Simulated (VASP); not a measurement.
# Ni (Fm-3m) in VASP: further runs

The runs below take Ni through single point, with LDA.

Program: VASP 6.6.1. These are calculated values, not measurements. Logs are shortened: lines on timing, memory, paths and dates and some standing lists are left out, and cuts for length are marked.

### 1 The cell of the first run

It takes space group Fm-3m (No. 225, cubic). Conventional cell: a = 3.425 Å, b = 3.425 Å, c = 3.425 Å, α = 90.00°, β = 90.00°, γ = 90.00°. Within 3.2 Å of Ni (site symmetry m-3m) lie 12 Ni at 2.42 Å.

### 2 Single point, LDA, collinear spin, ferromagnetic start

INCAR

```
SYSTEM = Ni
PREC = Accurate
ENCUT = 520
EDIFF = 1E-6
ISMEAR = -1
SIGMA = 0.05
LREAL = .FALSE.
LASPH = .TRUE.
NELM = 150
ALGO = Normal
ISIF = 2
LWAVE = .FALSE.
LCHARG = .FALSE.
ISPIN = 2
MAGMOM = 0.607
LORBIT = 11
LMAXMIX = 4
NBANDS = 15
```

KPOINTS

```
Automatic mesh
0
G
  8 8 8
  0 0 0
```

POSCAR

```
Ni
1.0
    0.0000000000      1.7124646296      1.7124646296
    1.7124646296      0.0000000000      1.7124646296
    1.7124646296      1.7124646296      0.0000000000
Ni
1
Direct
    0.0000000000      0.0000000000      0.0000000000
```

Potentials or basis: VASP PAW LDA potentials, release 64 (Ni).

Run with:

```console
cat potpaw_LDA.64/Ni/POTCAR > POTCAR
mpirun -np 1 vasp_std > vasp.out
```

OUTCAR:

```text
SYSTEM = Ni
   PREC = Accurate
   ENCUT = 520
   EDIFF = 1E-6
   ISMEAR = -1
   LREAL = .FALSE.
   LASPH = .TRUE.
   NELM = 150
   ISIF = 2
   ISPIN = 2
   LORBIT = 11

 ion  position               nearest neighbor table
   1  0.000  0.000  0.000-

  LATTYP: Found a face centered cubic cell.
 ALAT       =     3.4249292592

  Lattice vectors:

 A1 = (   0.0000000000,   1.7124646296,   1.7124646296)
 A2 = (   1.7124646296,   0.0000000000,   1.7124646296)
 A3 = (   1.7124646296,   1.7124646296,   0.0000000000)

Analysis of symmetry for initial positions (statically):
=====================================================================
 Subroutine PRICEL returns:
 Original cell was already a primitive cell.

 Routine SETGRP: Setting up the symmetry group for a
 face centered cubic supercell.

 Subroutine GETGRP returns: Found 48 space group operations
 (whereof 48 operations were pure point group operations)
 out of a pool of 48 trial point group operations.

The static configuration has the point symmetry O_h .

Analysis of symmetry for dynamics (positions and initial velocities):
=====================================================================
 Subroutine PRICEL returns:
 Original cell was already a primitive cell.

 Routine SETGRP: Setting up the symmetry group for a
 face centered cubic supercell.

 Subroutine GETGRP returns: Found 48 space group operations
 (whereof 48 operations were pure point group operations)
 out of a pool of 48 trial point group operations.

The dynamic configuration has the point symmetry O_h .

Analysis of structural, dynamic, and magnetic symmetry:
=====================================================================
 Subroutine PRICEL returns:
 Original cell was already a primitive cell.

 Routine SETGRP: Setting up the symmetry group for a
 face centered cubic supercell.

 Subroutine GETGRP returns: Found 48 space group operations
 (whereof 48 operations were pure point group operations)
 out of a pool of 48 trial point group operations.

The overall configuration has the point symmetry O_h .

 Subroutine INISYM returns: Found 48 space group operations
 (whereof 48 operations are pure point group operations),
 and found     1 'primitive' translations

----------------------------------------------------------------------------------------

                                     Primitive cell

  volume of cell :      10.0437

  direct lattice vectors                    reciprocal lattice vectors
     0.000000000  1.712464630  1.712464630    -0.291976833  0.291976833  0.291976833
     1.712464630  0.000000000  1.712464630     0.291976833 -0.291976833  0.291976833
     1.712464630  1.712464630  0.000000000     0.291976833  0.291976833 -0.291976833

  length of vectors
     2.421790704  2.421790704  2.421790704     0.505718710  0.505718710  0.505718710

  position of ions in fractional coordinates (direct lattice)
     0.000000000  0.000000000  0.000000000

  ion indices of the primitive-cell ions
   primitive index   ion index
                 1           1

----------------------------------------------------------------------------------------

 KPOINTS: Automatic mesh

Automatic generation of k-mesh.
 Grid dimensions read from file:
 generate k-points for:    8    8    8

 Generating k-lattice:

  Cartesian coordinates                     Fractional coordinates (reciprocal lattice)
    -0.036497104  0.036497104  0.036497104     0.125000000  0.000000000  0.000000000
     0.036497104 -0.036497104  0.036497104     0.000000000  0.125000000  0.000000000
     0.036497104  0.036497104 -0.036497104     0.000000000  0.000000000  0.125000000

  Length of vectors
     0.063214839  0.063214839  0.063214839

  Shift w.r.t. Gamma in fractional coordinates (k-lattice)
     0.000000000  0.000000000  0.000000000

 Subroutine IBZKPT returns following result:
 ===========================================

 Found     29 irreducible k-points:

 Following reciprocal coordinates:
            Coordinates               Weight
  0.000000  0.000000  0.000000      1.000000
  0.125000  0.000000  0.000000      8.000000
  0.250000  0.000000  0.000000      8.000000
  0.375000  0.000000  0.000000      8.000000
  0.500000  0.000000  0.000000      4.000000
  0.125000  0.125000  0.000000      6.000000
[... 16 lines left out ...]
  0.500000  0.250000  0.125000     48.000000
 -0.375000  0.250000  0.125000     24.000000
 [... further k-points ...]
   k-points           NKPTS =     29   k-points in BZ     NKDIM =     29   number of bands    NBANDS=     15
   number of dos      NEDOS =    301   number of ions     NIONS =      1
   total plane-waves  NPLWV =   5832
   dimension x,y,z NGX =    18 NGY =   18 NGZ =   18
   dimension x,y,z NGXF=    36 NGYF=   36 NGZF=   36
   ions per type =               1
   NGX,Y,Z   is equivalent  to a cutoff of  12.36, 12.36, 12.36 a.u.
   NGXF,Y,Z  is equivalent  to a cutoff of  24.71, 24.71, 24.71 a.u.
 SYSTEM =  Ni
   PREC   = accura    normal or accurate (medium, high low for compatibility)
   ISTART =      0    job   : 0-new  1-cont  2-samecut
   ICHARG =      2    charge: 1-file 2-atom 10-const
   ISPIN  =      2    spin polarized calculation?
   LNONCOLLINEAR =      F non collinear calculations
   LSORBIT =      F    spin-orbit coupling
   LASPH  =      T    aspherical Exc in radial PAW
   ENCUT  =  520.0 eV  38.22 Ry    6.18 a.u.   4.50  4.50  4.50*2*pi/ulx,y,z
   NELM   =    150;   NELMIN=  2; NELMDL= -5     # of ELM steps
   EDIFF  = 0.1E-05   stopping-criterion for ELM
   LREAL  =      F    real-space projection
   EDIFFG = 0.1E-04   stopping-criterion for IOM
   NSW    =      0    number of steps for IOM
   IBRION =     -1    ionic relax: 0-MD 1-quasi-New 2-CG
   NFREE  =      0    steps in history (QN), initial steepest desc. (CG)
   ISIF   =      2    stress and relaxation
   ISYM   =      2    0-nonsym 1-usesym 2-fastsym
   POTIM  = 0.5000    time-step for ionic-motion
   TEBEG  =    0.0;   TEEND  =   0.0 temperature during run
   PSTRESS=    0.0 pullay stress
   NELECT =      10.0000    total number of electrons
   NUPDOWN=      -1.0000    fix difference up-down
   EMIN   =  10.00;   EMAX   =-10.00  energy-range for DOS
   EFERMI =   0.00;   METHOD = LEGACY
   ISMEAR =    -1;   SIGMA  =   0.05  broadening in eV -4-tet -1-fermi 0-gaus
   EFERMI_NEDOS =   21; number of points for ismear=-14 and -15
   IALGO  =     38    algorithm
   IMIX   =      4    mixing-type and parameters
     AMIX     =   0.40;   BMIX     =  1.00
     AMIX_MAG =   1.60;   BMIX_MAG =  1.00
  volume/ion in A,a.u.               =      10.04        67.78
  Fermi-wavevector in a.u.,A,eV,Ry     =   1.634719  3.089172 36.358952  2.672308
  Thomas-Fermi vector in A             =   2.726312
   LORBIT       =     11    0 simple, 1 ext, 2 COOP (PROOUT), +10 PAW based schemes
   GGA     = CA    functional components
   LHFCALC =     F    Hartree Fock is set to
   AEXX    =    0.0000 exact exchange contribution
   IVDW    =     0    specifies the selected vdW correction
   LEPSILON=     F    determine dielectric tensor
   LRPA    =     F    only Hartree local field effects (RPA)
 spin polarized calculation
  energy-cutoff  :      520.00
  volume of cell :       10.04
 maximum number of plane-waves:       290
 NGX is ok and might be reduce to    18
   NGX =  9   NGY =  9   NGZ =  9

 number of electron      10.0000000 magnetization       0.6070000

 number of electron       9.9999990 magnetization       0.6987373

 Free energy of the ion-electron system (eV)
  ---------------------------------------------------
  ext. energy  EPLUGINS =         0.00000000
  ---------------------------------------------------
  free energy    TOTEN  =        -6.58034164 eV

  energy without entropy =       -6.56680323  energy(sigma->0) =       -6.57357243

 E-fermi :  10.1970     XC(G=0): -14.0957

 val. band max:       10.1745156400   @ k =  -0.2500   0.3750   0.1250
 cond. band min:      10.2020140420   @ k =   0.3750   0.3750   0.0000
 fundamental gap:      0.0274984019
 Fermi energy:        10.1969939371

 spin component 1

 k-point     1 :       0.0000    0.0000    0.0000
  band No.  band energies     occupation
      1       0.6480      1.00000
      2       7.5873      1.00000
      3       7.5873      1.00000
      4       7.5873      1.00000
      5       8.8700      1.00000
      6       8.8700      1.00000
      7      34.6531      0.00000
      8      39.0430      0.00000
      9      39.0430      0.00000
     10      39.0430      0.00000
     11      42.2926      0.00000
     12      42.2926      0.00000
     13      42.2926      0.00000
     14      45.2807      0.00000
     15      52.1943      0.00000

 k-point     2 :       0.1250    0.0000    0.0000
  band No.  band energies     occupation
      1       1.2870      1.00000
      2       7.4232      1.00000
      3       7.7225      1.00000
      4       7.7225      1.00000
      5       8.8218      1.00000
      6       8.8218      1.00000
      7      31.9870      0.00000
      8      35.8884      0.00000
      9      38.0794      0.00000
     10      38.0794      0.00000
     11      43.3218      0.00000
     12      43.7358      0.00000
     13      43.7358      0.00000
     14      48.7992      0.00000
     15      48.7992      0.00000
[... 365 lines left out ...]
      3       7.2157      1.00000
      4       8.4191      1.00000
      5       9.2970      1.00000
      6      11.5019      0.00000
      7      20.6894      0.00000
      8      26.4827      0.00000
      9      29.7770      0.00000
     10      37.5568      0.00000
     11      41.4668      0.00000
     12      46.3338      0.00000
     13      48.9755      0.00000
     14      53.9888      0.00000
     15      55.7031      0.00000

 k-point    24 :      -0.3750    0.2500    0.1250
  band No.  band energies     occupation
      1       5.8716      1.00000
      2       6.7654      1.00000
      3       7.4821      1.00000
      4       8.2746      1.00000
      5       9.5581      1.00000
      6      13.8035      0.00000
      7      16.8631      0.00000
      8      27.0126      0.00000
      9      28.1002      0.00000
     10      37.1009      0.00000
     11      41.5459      0.00000
     12      49.0523      0.00000
     13      51.8989      0.00000
     14      52.4770      0.00000
     15      53.6293      0.00000

 [... further k-points ...]

 spin component 2

 k-point     1 :       0.0000    0.0000    0.0000
  band No.  band energies     occupation
      1       0.7260      1.00000
      2       8.2808      1.00000
      3       8.2808      1.00000
      4       8.2808      1.00000
      5       9.5288      1.00000
      6       9.5288      1.00000
      7      34.6703      0.00000
      8      39.1236      0.00000
      9      39.1236      0.00000
     10      39.1236      0.00000
     11      42.5085      0.00000
     12      42.5085      0.00000
     13      42.5085      0.00000
     14      45.2840      0.00000
     15      52.4295      0.00000

 k-point     2 :       0.1250    0.0000    0.0000
  band No.  band energies     occupation
      1       1.3667      1.00000
      2       8.0986      1.00000
      3       8.4191      1.00000
      4       8.4191      1.00000
      5       9.4786      1.00000
      6       9.4786      1.00000
      7      32.1380      0.00000
      8      35.9253      0.00000
      9      38.2210      0.00000
     10      38.2210      0.00000
     11      43.3968      0.00000
     12      43.8732      0.00000
     13      43.8732      0.00000
     14      49.0333      0.00000
     15      49.0333      0.00000
[... 365 lines left out ...]
      3       7.8167      1.00000
      4       9.0687      1.00000
      5      10.0237      0.96971
      6      12.0438      0.00000
      7      20.9695      0.00000
      8      26.6770      0.00000
      9      29.9541      0.00000
     10      37.6799      0.00000
     11      41.6001      0.00000
     12      46.5185      0.00000
     13      49.0803      0.00000
     14      54.4892      0.00000
     15      56.6308      0.00000

 k-point    24 :      -0.3750    0.2500    0.1250
  band No.  band energies     occupation
      1       6.3660      1.00000
      2       7.2444      1.00000
      3       8.0502      1.00000
      4       8.9194      1.00000
      5      10.3097      0.09504
      6      14.1495      0.00000
      7      17.2459      0.00000
      8      27.2021      0.00000
      9      28.2879      0.00000
     10      37.2045      0.00000
     11      41.7060      0.00000
     12      49.1438      0.00000
     13      52.0480      0.00000
     14      52.8232      0.00000
     15      54.1637      0.00000

 [... further k-points ...]

------------------------ aborting loop because EDIFF is reached ----------------------------------------

  FORCE on cell =-STRESS in cart. coord.  units (eV):
  Direction    XX          YY          ZZ          XY          YZ          ZX
  --------------------------------------------------------------------------------------
  -------------------------------------------------------------------------------------
  Total        0.0149432      0.0149432      0.0149432      0.0000000      0.0000000      0.0000000
  in kB        2.3837482      2.3837482      2.3837482      0.0000000      0.0000000      0.0000000
  external PRESSURE =       2.3837482 kB  Pullay stress =       0.0000000 kB

 VOLUME and BASIS-vectors are now :
 -----------------------------------------------------------------------------
  energy-cutoff  :      520.00
  volume of cell :       10.04
      direct lattice vectors                 reciprocal lattice vectors
     0.000000000  1.712464630  1.712464630    -0.291976833  0.291976833  0.291976833
     1.712464630  0.000000000  1.712464630     0.291976833 -0.291976833  0.291976833
     1.712464630  1.712464630  0.000000000     0.291976833  0.291976833 -0.291976833

 POSITION                                       TOTAL-FORCE (eV/Angst)
 -----------------------------------------------------------------------------------
      0.00000      0.00000      0.00000        -0.000000     -0.000000     -0.000000
 -----------------------------------------------------------------------------------
    total drift:                                0.000000     -0.000000     -0.000000

  FREE ENERGIE OF THE ION-ELECTRON SYSTEM (eV)
  ---------------------------------------------------
  free  energy   TOTEN  =        -6.5803416353 eV

  energy  without entropy=       -6.5668032250  energy(sigma->0) =       -6.57357243

 total charge

# of ion       s       p       d       tot
------------------------------------------
    1        0.536   0.577   8.357   9.471

 magnetization (x)

# of ion       s       p       d       tot
------------------------------------------
    1       -0.000  -0.012   0.708   0.696
```

Run time: 9.5 s. Hardware: 1 thread of Intel Xeon Platinum 8488C (Sapphire Rapids), shared host; peak memory 0.12 GiB.

Results:

| Property | Result |
| --- | --- |
| Free energy | -6.5803 eV |
| Pressure | 0.2 GPa |
| Net moment | 0.70 μB per cell |
| Site moments | Ni +0.70 μB |
| Valence electrons inside the program's atomic spheres | Ni 9.47 |

Levels at points of the mesh, in eV from the Fermi level:
Spin up:
```
           k point  band 1  band 2  band 3  band 4  band 5  band 6  band 7  band 8  band 9  band 10
(0.00, 0.00, 0.00)   -9.55   -2.61   -2.61   -2.61   -1.33   -1.33   24.46   28.85   28.85    28.85
(0.50, 0.00, 0.00)   -5.27   -2.62   -2.62   -0.54   -0.54   -0.40    6.29   22.94   25.98    25.98
(0.50, 0.50, 0.00)   -5.15   -4.61   -0.52   -0.37   -0.37    2.51   10.00   15.53   15.53    20.84
```
Spin down:
```
           k point  band 1  band 2  band 3  band 4  band 5  band 6  band 7  band 8  band 9  band 10
(0.00, 0.00, 0.00)   -9.47   -1.92   -1.92   -1.92   -0.67   -0.67   24.47   28.93   28.93    28.93
(0.50, 0.00, 0.00)   -4.84   -1.99   -1.99   -0.33    0.20    0.20    6.74   22.95   26.13    26.13
(0.50, 0.50, 0.00)   -4.73   -4.03    0.17    0.42    0.42    2.59   10.34   15.64   15.64    21.13
```

Caveat: the k points lie up to 0.40 Å⁻¹ apart.

(Part 1 of 2 ends here.)
